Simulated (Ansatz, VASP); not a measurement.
## CeO2 in VASP and in Ansatz

File INCAR:

```
ALGO = Normal
EDIFF = 1E-6
ENCUT = 910
GGA = PE
GGA_COMPAT = F
ISIF = 2
ISMEAR = 0
LASPH = T
LCHARG = T
LDAU = T
LDAUJ = 0 0
LDAUL = 3 -1
LDAUPRINT = 1
LDAUTYPE = 2
LDAUU = 5 0
LELF = T
LMAXMIX = 6
LREAL = F
LVHAR = T
LWAVE = F
NBANDS = 19
NELM = 200
PREC = Accurate
SIGMA = 0.05
```

KPOINTS

```
k-points
0
Gamma
  12 12 12
```

Contents of POSCAR:

```
CeO2
1.0
    0.0000000000      2.7719159538      2.7719159538
    2.7719159538      0.0000000000      2.7719159538
    2.7719159538      2.7719159538      0.0000000000
Ce O
1 2
Direct
    0.0000000000      0.0000000000      0.0000000000
    0.2500000000      0.2500000000      0.2500000000
    0.7500000000      0.7500000000      0.7500000000
```

Input for Ansatz:

```yaml
crystal:
  lattice:
    - [0.0, 2.7719159538, 2.7719159538]
    - [2.7719159538, 0.0, 2.7719159538]
    - [2.7719159538, 2.7719159538, 0.0]
  atoms:
    - { symbol: Ce, position: [0.0, 0.0, 0.0] }
    - { symbol: O, position: [0.25, 0.25, 0.25] }
    - { symbol: O, position: [0.75, 0.75, 0.75] }
basis:
  ecutwfc: 420
  ecutrho_ratio: 4
kpoints:
  mp_grid: { grid: [12, 12, 12] }
hamiltonian:
  xc: pbe
  hubbard: { sites: [{ species: Ce, l: f, u_eff: 5.0 }] }
scf:
  occupations: { method: gaussian, width: 0.05 }
output:
  forces: true
  stress: true
  eigenvalues: true
  populations: true
  hubbard: { sites: [{ species: Ce, l: f }] }
```

Alike in both runs: task single point; functional PBE; k mesh 12 × 12 × 12; occupations gaussian, width 0.05 eV; no spin polarisation; Hubbard terms Ce f U = 5.0 eV.

```csv
,VASP,Ansatz
version,VASP 6.6.1,Ansatz 0.2.0
potentials or method,"VASP PAW PBE potentials, release 64 (Ce, O_h), cutoff 910 eV","scalar-relativistic, plane waves, PAW"
valence electrons in the cell,24,24
```

```csv
,VASP,Ansatz,Ansatz less VASP
gap on the k mesh at the Fermi level (eV),2.17,2.09,-0.078
least direct gap on the mesh (eV),2.36,2.27,-0.087
```

The programs project onto different local orbitals, so the same U acts differently, and such runs can settle in different states.

Spin-orbit coupling is off throughout. Noted on VASP's run: the cutoff is under 1.25 times that of the potentials, so the pressure is a little rough.
